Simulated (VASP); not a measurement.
# Si2W (I4/mmm) in VASP: notebook

Aim: see how the results for Si2W move with the level of theory and the settings. Levels: r2SCAN, PBEsol+U. Tasks: single point, relaxation of cell and atoms.

Everything below comes from runs of VASP 6.6.1. Logs are shortened: lines on timing, memory, paths and dates and some standing lists are left out, and cuts for length are marked.

### Step 1. The cell of the first run

Symmetry: I4/mmm, No. 139, tetragonal system. The conventional cell has a = 3.214 Å, b = 3.214 Å, c = 7.830 Å, α = 90.00°, β = 90.00°, γ = 90.00°. Within 3.4 Å of W (site symmetry 4/mmm) lie 10 Si at 2.62 Å and 4 W at 3.21 Å. Within 3.4 Å of Si (site symmetry 4mm) lie 9 Si at 2.59 to 3.21 Å and 5 W at 2.62 Å.

### Step 2. Single point, r2SCAN

POSCAR

```
Si2W
1.0
   -1.6069000000      1.6069000000      3.9149500000
    1.6069000000     -1.6069000000      3.9149500000
    1.6069000000      1.6069000000     -3.9149500000
W Si
1 2
Direct
    0.0000000000      0.0000000000      0.0000000000
    0.6653000000      0.6653000000      0.0000000000
    0.3347000000      0.3347000000      0.0000000000
```

INCAR.step1

```
SYSTEM = Si2W
PREC = Accurate ; ENCUT = 520
ISMEAR = -1 ; SIGMA = 0.05
LREAL = .FALSE. ; LASPH = .TRUE.
NELM = 60 ; NBANDS = 18
GGA = PE ; ALGO = Normal
EDIFF = 1E-4 ; LWAVE = .TRUE.
LCHARG = .FALSE.
```

INCAR.step2

```
SYSTEM = Si2W
PREC = Accurate ; ENCUT = 520
EDIFF = 1E-6 ; ISMEAR = -1
SIGMA = 0.05 ; LREAL = .FALSE.
LASPH = .TRUE. ; NELM = 60
ALGO = Normal ; ISIF = 2
LWAVE = .FALSE. ; LCHARG = .FALSE.
METAGGA = R2SCAN ; LMIXTAU = .TRUE.
NBANDS = 18 ; ISTART = 1
```

KPOINTS

```
regular mesh
0
G
  7 7 7
  0 0 0
```

Potentials or basis: VASP PAW PBE potentials, release 64 (W_sv, Si).

Run with:

```bash
$ cat potpaw_PBE.64/W_sv/POTCAR potpaw_PBE.64/Si/POTCAR > POTCAR
$ cp INCAR.step1 INCAR
$ mpirun -np 1 vasp_std > vasp.out
$ cp INCAR.step2 INCAR
$ mpirun -np 1 vasp_std > vasp.out
```

OUTCAR:

```text
SYSTEM = Si2W
   PREC = Accurate
   ENCUT = 520
   EDIFF = 1E-6
   ISMEAR = -1
   LREAL = .FALSE.
   LASPH = .TRUE.
   NELM = 60
   ISIF = 2
   METAGGA = R2SCAN
   ISTART = 1

 ion  position               nearest neighbor table
   1  0.000  0.000  0.000-   2 2.62   2 2.62   2 2.62   3 2.62   2 2.62   3 2.62   3 2.62   3 2.62
                             2 2.62   3 2.62
   2  0.665  0.665  0.000-   3 2.59   1 2.62   1 2.62   1 2.62   1 2.62   1 2.62   3 2.63   3 2.63
                             3 2.63   3 2.63
   3  0.335  0.335  0.000-   2 2.59   1 2.62   1 2.62   1 2.62   1 2.62   1 2.62   2 2.63   2 2.63
                             2 2.63   2 2.63

  LATTYP: Found a body centered tetragonal cell.
 ALAT       =     3.2138000000
 C/A-ratio  =     2.4363370465

  Lattice vectors:

 A1 = (  -1.6069000000,   1.6069000000,   3.9149500000)
 A2 = (   1.6069000000,  -1.6069000000,   3.9149500000)
 A3 = (   1.6069000000,   1.6069000000,  -3.9149500000)

Analysis of symmetry for initial positions (statically):
=====================================================================
 Subroutine PRICEL returns:
 Original cell was already a primitive cell.

 Routine SETGRP: Setting up the symmetry group for a
 body centered tetragonal supercell.

 Subroutine GETGRP returns: Found 16 space group operations
 (whereof 16 operations were pure point group operations)
 out of a pool of 16 trial point group operations.

The static configuration has the point symmetry D_4h.

Analysis of symmetry for dynamics (positions and initial velocities):
=====================================================================
 Subroutine PRICEL returns:
 Original cell was already a primitive cell.

 Routine SETGRP: Setting up the symmetry group for a
 body centered tetragonal supercell.

 Subroutine GETGRP returns: Found 16 space group operations
 (whereof 16 operations were pure point group operations)
 out of a pool of 16 trial point group operations.

The dynamic configuration has the point symmetry D_4h.

 Subroutine INISYM returns: Found 16 space group operations
 (whereof 16 operations are pure point group operations),
 and found     1 'primitive' translations

----------------------------------------------------------------------------------------

                                     Primitive cell

  volume of cell :      40.4356

  direct lattice vectors                    reciprocal lattice vectors
    -1.606900000  1.606900000  3.914950000     0.000000000  0.311158131  0.127715552
     1.606900000 -1.606900000  3.914950000     0.311158131  0.000000000  0.127715552
     1.606900000  1.606900000 -3.914950000     0.311158131  0.311158131  0.000000000

  length of vectors
     4.526708376  4.526708376  4.526708376     0.336348992  0.336348992  0.440044048

  position of ions in fractional coordinates (direct lattice)
     0.000000000  0.000000000  0.000000000
     0.665300000  0.665300000  0.000000000
     0.334700000  0.334700000  0.000000000

  ion indices of the primitive-cell ions
   primitive index   ion index
                 1           1
                 2           2
                 3           3

----------------------------------------------------------------------------------------

 KPOINTS: regular mesh

Automatic generation of k-mesh.
 Grid dimensions read from file:
 generate k-points for:    7    7    7

 Generating k-lattice:

  Cartesian coordinates                     Fractional coordinates (reciprocal lattice)
     0.000000000  0.044451162  0.018245079     0.142857143  0.000000000  0.000000000
     0.044451162  0.000000000  0.018245079     0.000000000  0.142857143  0.000000000
     0.044451162  0.044451162  0.000000000     0.000000000  0.000000000  0.142857143

  Length of vectors
     0.048049856  0.048049856  0.062863435

  Shift w.r.t. Gamma in fractional coordinates (k-lattice)
     0.000000000  0.000000000  0.000000000

 Subroutine IBZKPT returns following result:
 ===========================================

 Found     40 irreducible k-points:

 Following reciprocal coordinates:
            Coordinates               Weight
  0.000000  0.000000  0.000000      1.000000
  0.142857 -0.000000  0.000000      8.000000
  0.285714 -0.000000  0.000000      8.000000
  0.428571  0.000000  0.000000      8.000000
  0.142857  0.142857  0.000000      8.000000
  0.285714  0.142857  0.000000     16.000000
[... 16 lines left out ...]
 -0.142857  0.285714  0.142857      8.000000
 -0.428571  0.428571  0.142857      8.000000
 [... further k-points ...]
   k-points           NKPTS =     40   k-points in BZ     NKDIM =     40   number of bands    NBANDS=     18
   number of dos      NEDOS =    301   number of ions     NIONS =      3
   total plane-waves  NPLWV =  46656
   dimension x,y,z NGX =    36 NGY =   36 NGZ =   36
   dimension x,y,z NGXF=    72 NGYF=   72 NGZF=   72
   ions per type =               1   2
   NGX,Y,Z   is equivalent  to a cutoff of  13.22, 13.22, 13.22 a.u.
   NGXF,Y,Z  is equivalent  to a cutoff of  26.44, 26.44, 26.44 a.u.
 SYSTEM =  Si2W
   PREC   = accura    normal or accurate (medium, high low for compatibility)
   ISTART =      1    job   : 0-new  1-cont  2-samecut
   ICHARG =      0    charge: 1-file 2-atom 10-const
   ISPIN  =      1    spin polarized calculation?
   LNONCOLLINEAR =      F non collinear calculations
   LSORBIT =      F    spin-orbit coupling
   LASPH  =      T    aspherical Exc in radial PAW
   ENCUT  =  520.0 eV  38.22 Ry    6.18 a.u.   8.42  8.42  8.42*2*pi/ulx,y,z
   NELM   =     60;   NELMIN=  2; NELMDL=  0     # of ELM steps
   EDIFF  = 0.1E-05   stopping-criterion for ELM
   LREAL  =      F    real-space projection
   EDIFFG = 0.1E-04   stopping-criterion for IOM
   NSW    =      0    number of steps for IOM
   IBRION =     -1    ionic relax: 0-MD 1-quasi-New 2-CG
   NFREE  =      0    steps in history (QN), initial steepest desc. (CG)
   ISIF   =      2    stress and relaxation
   ISYM   =      2    0-nonsym 1-usesym 2-fastsym
   POTIM  = 0.5000    time-step for ionic-motion
   TEBEG  =    0.0;   TEEND  =   0.0 temperature during run
   PSTRESS=    0.0 pullay stress
   NELECT =      22.0000    total number of electrons
   NUPDOWN=      -1.0000    fix difference up-down
   EMIN   =  10.00;   EMAX   =-10.00  energy-range for DOS
   EFERMI =   0.00;   METHOD = LEGACY
   ISMEAR =    -1;   SIGMA  =   0.05  broadening in eV -4-tet -1-fermi 0-gaus
   EFERMI_NEDOS =   21; number of points for ismear=-14 and -15
   IALGO  =     38    algorithm
   IMIX   =      4    mixing-type and parameters
     AMIX     =   0.40;   BMIX     =  1.00
     AMIX_MAG =   1.60;   BMIX_MAG =  1.00
  volume/ion in A,a.u.               =      13.48        90.96
  Fermi-wavevector in a.u.,A,eV,Ry     =   1.336476  2.525573 24.302284  1.786167
  Thomas-Fermi vector in A             =   2.465099
   LORBIT       =      0    0 simple, 1 ext, 2 COOP (PROOUT), +10 PAW based schemes
   METAGGA = R2SCAN    functional components
   LHFCALC =     F    Hartree Fock is set to
   AEXX    =    0.0000 exact exchange contribution
   IVDW    =     0    specifies the selected vdW correction
   LEPSILON=     F    determine dielectric tensor
   LRPA    =     F    only Hartree local field effects (RPA)
 non-spin polarized calculation
  energy-cutoff  :      520.00
  volume of cell :       40.44
 maximum number of plane-waves:      1110
 NGX is ok and might be reduce to    36
   NGX = 17   NGY = 17   NGZ = 17

 number of electron      21.9999999 magnetization

 Free energy of the ion-electron system (eV)
  ---------------------------------------------------
  ext. energy  EPLUGINS =         0.00000000
  ---------------------------------------------------
  free energy    TOTEN  =       -69.81695174 eV

  energy without entropy =      -69.81509723  energy(sigma->0) =      -69.81602449

 E-fermi :  11.8550     XC(G=0): -13.5039

 val. band max:       11.8450835449   @ k =  -0.4286  -0.4286   0.4286
 cond. band min:      11.9571195539   @ k =  -0.4286  -0.4286   0.2857
 fundamental gap:      0.1120360090
 Fermi energy:        11.8550030912

 k-point     1 :       0.0000    0.0000    0.0000
  band No.  band energies     occupation
      1     -63.8249      2.00000
      2     -27.4577      2.00000
      3     -27.4228      2.00000
      4     -27.4228      2.00000
      5      -2.9325      2.00000
      6       4.6864      2.00000
[... 10 lines left out ...]
     17      17.8927      0.00000
     18      17.8927      0.00000

 k-point     2 :       0.1429   -0.0000    0.0000
  band No.  band energies     occupation
      1     -63.8233      2.00000
      2     -27.4681      2.00000
      3     -27.4542      2.00000
      4     -27.4186      2.00000
      5      -2.5239      2.00000
      6       4.6953      2.00000
[... 10 lines left out ...]
     17      18.0831      0.00000
     18      19.1929      0.00000

 k-point     3 :       0.2857   -0.0000    0.0000
  band No.  band energies     occupation
      1     -63.8196      2.00000
      2     -27.5684      2.00000
      3     -27.4465      2.00000
      4     -27.4092      2.00000
      5      -1.3568      2.00000
      6       4.1519      2.00000
[... 10 lines left out ...]
     17      19.5726      0.00000
     18      21.1097      0.00000

 k-point     4 :       0.4286    0.0000    0.0000
  band No.  band energies     occupation
      1     -63.8165      2.00000
      2     -27.6475      2.00000
      3     -27.4403      2.00000
      4     -27.4016      2.00000
      5       0.3970      2.00000
      6       2.4408      2.00000
[... 375 lines left out ...]
      4     -27.4341      2.00000
      5       0.2421      2.00000
      6       3.2424      2.00000
[... 10 lines left out ...]
     17      19.6082      0.00000
     18      19.7026      0.00000

 k-point    23 :      -0.1429    0.2857    0.1429
  band No.  band energies     occupation
      1     -63.8165      2.00000
      2     -27.6474      2.00000
      3     -27.4389      2.00000
      4     -27.4015      2.00000
      5       0.0434      2.00000
      6       2.8930      2.00000
[... 10 lines left out ...]
     17      18.9679      0.00000
     18      20.6079      0.00000

 k-point    24 :      -0.4286    0.4286    0.1429
  band No.  band energies     occupation
      1     -63.8113      2.00000
      2     -27.6266      2.00000
      3     -27.5397      2.00000
      4     -27.4267      2.00000
      5       2.1041      2.00000
      6       2.4488      2.00000
[... 10 lines left out ...]
     17      19.8291      0.00000
     18      21.1614      0.00000

 [... further k-points ...]
[... 5 lines left out ...]
  --------------------------------------------------------------------------------------
  -------------------------------------------------------------------------------------
  Total       -0.0930953     -0.0930953     -0.5377164      0.0000000     -0.0000000      0.0000000
  in kB       -3.6887075     -3.6887075    -21.3059031      0.0000000     -0.0000000      0.0000000
  external PRESSURE =      -9.5611060 kB  Pullay stress =       0.0000000 kB

 VOLUME and BASIS-vectors are now :
 -----------------------------------------------------------------------------
  energy-cutoff  :      520.00
  volume of cell :       40.44
      direct lattice vectors                 reciprocal lattice vectors
    -1.606900000  1.606900000  3.914950000     0.000000000  0.311158131  0.127715552
     1.606900000 -1.606900000  3.914950000     0.311158131  0.000000000  0.127715552
     1.606900000  1.606900000 -3.914950000     0.311158131  0.311158131  0.000000000

 POSITION                                       TOTAL-FORCE (eV/Angst)
 -----------------------------------------------------------------------------------
      0.00000      0.00000      0.00000        -0.000000     -0.000000     -0.000000
      0.00000      0.00000      5.20923         0.000000      0.000000     -0.047346
      0.00000      0.00000      2.62067         0.000000      0.000000      0.047346
 -----------------------------------------------------------------------------------
    total drift:                               -0.000000     -0.000000      0.000000

  FREE ENERGIE OF THE ION-ELECTRON SYSTEM (eV)
  ---------------------------------------------------
  free  energy   TOTEN  =       -69.8169517434 eV

  energy  without entropy=      -69.8150972296  energy(sigma->0) =      -69.81602449
```

It took 3.5 min on 1 thread of Intel Xeon 8259CL, shared host; peak memory 0.23 GiB.

Results:

| Property | Result |
| --- | --- |
| Free energy | -69.8170 eV |
| Pressure | -1.0 GPa |
| Largest force | 0.047 eV/Å |
| Band gap on the k mesh | zero (band 11 reaches 12.64 eV, above the bottom of band 12 at 11.61 eV) |

Forces in eV/Å, atoms in the order of the input:
```
W    0.000  0.000  0.000
Si   0.000  0.000 -0.047
Si   0.000  0.000  0.047
```

Stress tensor (GPa, compression positive):
```
-0.37  0.00  0.00
 0.00 -0.37  0.00
 0.00  0.00 -2.13
```

Caveat: the k points lie up to 0.39 Å⁻¹ apart; the PAW data sets were made with another functional, which shifts forces and pressure a little; spin-orbit coupling is left out, which moves the levels of the heavy elements.

### Step 3. Relaxation of cell and atoms, PBEsol+U

INCAR

```
SYSTEM = Si2W
PREC = Accurate
ENCUT = 600
EDIFF = 1E-6
ISMEAR = -1
SIGMA = 0.05
LREAL = .FALSE.
LASPH = .TRUE.
NELM = 150
ALGO = Normal
ISIF = 3
LWAVE = .FALSE.
LCHARG = .FALSE.
LMAXMIX = 4
LDAU = .TRUE.
LDAUTYPE = 2
LDAUL = 2 -1
LDAUU = 2 0
LDAUJ = 0 0
LDAUPRINT = 1
GGA = PS
IBRION = 2
NSW = 60
EDIFFG = -0.01
```

KPOINTS

```
regular mesh
0
G
  12 12 12
  0 0 0
```

POSCAR is that of step 2.

Potentials or basis: VASP PAW PBE potentials, release 64 (W_sv, Si).

Run with:

```bash
$ cat potpaw_PBE.64/W_sv/POTCAR potpaw_PBE.64/Si/POTCAR > POTCAR
$ mpirun -np 1 vasp_std > vasp.out
```

It took 2.6 min on 1 thread of AMD EPYC 9R45 (Zen 5), shared host; peak memory 0.27 GiB.

The run converged. Its results:

| Item | Value |
| --- | --- |
| Free energy | -24.3570 eV |
| Relaxed volume | 13.49 Å³/atom |
| Relaxed cell | a = 4.529 Å, b = 4.529 Å, c = 4.529 Å, α = 138.44°, β = 138.44°, γ = 60.24° |
| Space group after relaxing (to 0.05 Å) | I4/mmm (No. 139) |
| Energy gained by relaxing | 0.0 meV/atom |
| Ionic steps | 3 |
| Pressure after relaxing | 0.0 GPa |
| Largest force after relaxing | 0.006 eV/Å |
| Band gap on the k mesh | zero (band 11 reaches 12.64 eV, above the bottom of band 12 at 11.33 eV) |

Forces in eV/Å, atoms in the order of the input:
```
W    0.000  0.000  0.000
Si   0.000  0.000  0.006
Si   0.000  0.000 -0.006
```

Final structure:
```cif
data_structure
_symmetry_space_group_name_H-M 'P 1'
_symmetry_Int_Tables_number 1
_cell_length_a 4.5293
_cell_length_b 4.5293
_cell_length_c 4.5293
_cell_angle_alpha 138.436
_cell_angle_beta 138.436
_cell_angle_gamma 60.235
_cell_volume 40.47
loop_
_atom_site_label
_atom_site_type_symbol
_atom_site_fract_x
_atom_site_fract_y
_atom_site_fract_z
_atom_site_occupancy
W1 W 0.00000 0.00000 0.00000 1
Si1 Si 0.66534 0.66534 0.00000 1
Si2 Si 0.33466 0.33466 0.00000 1
```

Levels at points of the mesh, in eV from the Fermi level:
```tsv
k point	band 7	band 8	band 9	band 10	band 11	band 12	band 13	band 14	band 15
(0.00, 0.00, 0.00)	-3.79	-3.21	-2.87	-2.87	0.58	2.70	2.86	3.02	3.02
(0.50, 0.00, 0.00)	-5.78	-4.91	-2.82	-2.72	-0.47	2.76	2.86	3.88	4.41
(0.50, 0.50, 0.00)	-6.06	-5.51	-5.03	-3.29	-1.84	2.74	3.19	3.20	3.86
(0.50, 0.50, 0.50)	-3.75	-2.54	-0.88	-0.88	-0.53	-0.53	0.76	4.45	4.86
```

Eigenvalues of the final occupation matrices:
| site | spin | trace | eigenvalues |
| --- | --- | --- | --- |
| site 1 d | 1 | 1.81 | 0.26 0.32 0.41 0.41 0.41 |
| site 1 d | 2 | 1.81 | 0.26 0.32 0.41 0.41 0.41 |

Caveat: the PAW data sets were made with another functional, which shifts forces and pressure a little; spin-orbit coupling is left out, which moves the levels of the heavy elements; U without spin polarisation on a metal has little footing; the U is typed as a test and isn't derived for this compound.
